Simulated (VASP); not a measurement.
Runs of VASP 6.6.1 on Ag. The structure is that of space group Fm-3m (No. 225), or close to it. The cells are those of the table. 

```tsv
cell	gap on the mesh (eV)	pressure (GPa)
a = 2.868, b = 2.889 Å, angles 59.8, 60.5, 59.8°, 1 atom	none	(b)
a = 2.904, b = 2.889 Å, angles 60.2, 59.7, 60.2°, 1 atom	none	0.5
a = 2.875, b = 2.889 Å, angles 59.8, 60.3, 59.8°, 1 atom	none	(a)
a = 2.882, b = 2.889 Å, angles 59.9, 60.2, 59.9°, 1 atom	none	2.1
a = 2.897, b = 2.889 Å, angles 60.1, 59.8, 60.1°, 1 atom	none	1.0
```

Alike in all rows: task single point; level r2SCAN; potentials or basis VASP PAW PBE potentials, release 64 (Ag); no spin polarisation; k mesh 20 × 20 × 20; cutoff (eV) 520; smearing gaussian 0.15 eV.

**Question.** Estimate the missing entries.

**Answer.** (a) 2.7; (b) 3.4.

Caveats: the PAW data sets were made with another functional, which shifts forces and pressure a little.

A k mesh can miss the band edges, and the runs leave out spin-orbit coupling on Ag.

A gap of «none» marks levels without a gap at the run's occupations.
